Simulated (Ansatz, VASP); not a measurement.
**One calculation of CdTe, two programs**

The input INCAR:

```
PREC = Accurate
ENCUT = 500
EDIFF = 1E-6
ISMEAR = 0
SIGMA = 0.02
LREAL = F
LASPH = T
NELM = 120
ALGO = Normal
ISIF = 2
LWAVE = F
LCHARG = F
GGA = PS
NBANDS = 16
GGA_COMPAT = F
```

File KPOINTS:

```
Automatic mesh
0
Gamma
  4 4 4
```

POSCAR

```
CdTe
1.0
    0.0000000000      3.2448056004      3.2448056004
    3.2448056004      0.0000000000      3.2448056004
    3.2448056004      3.2448056004      0.0000000000
Cd Te
1 1
Direct
    0.0000000000      0.0000000000      0.0000000000
    0.2500000000      0.2500000000      0.2500000000
```

Input for Ansatz:

```yaml
crystal:
  lattice:
    - [0.0, 3.2448056004, 3.2448056004]
    - [3.2448056004, 0.0, 3.2448056004]
    - [3.2448056004, 3.2448056004, 0.0]
  atoms:
    - { symbol: Cd, position: [0.0, 0.0, 0.0] }
    - { symbol: Te, position: [0.25, 0.25, 0.25] }
basis:
  ecutwfc: 420
kpoints:
  mp_grid: { grid: [4, 4, 4] }
hamiltonian:
  xc: pbesol
  pseudopotentials: { kind: paw, azcp: { folder: soft_1 } }
scf:
  occupations: { method: gaussian, width: 0.02 }
output:
  forces: true
  stress: true
  eigenvalues: true
```

Alike in both runs: task single point; functional PBEsol; k mesh 4 × 4 × 4; occupations gaussian, width 0.02 eV; no spin polarisation.

```csv
,VASP,Ansatz
version,VASP 6.6.1,Ansatz 0.2.0
potentials or method,"VASP PAW PBE potentials, release 64 (Cd, Te), cutoff 500 eV","scalar-relativistic, plane waves, PAW"
valence electrons in the cell,18,36
```

```tsv
	VASP	Ansatz	Ansatz less VASP
gap on the k mesh at the Fermi level (eV)	0.64	0.63	-0.004
least direct gap on the mesh (eV)	0.64	0.63	-0.004
pressure (GPa)	0.4	0.2	-0.16
```

VASP's potentials were made for PBE, not for PBEsol, and Ansatz warns of the same on its side. With one functional, cell and mesh, what is left measures potentials, basis and numerics. VASP's potentials hold 18 valence electrons a cell and Ansatz's 36, so a difference there can come from the potentials and not from the codes.

Spin-orbit coupling is off throughout.
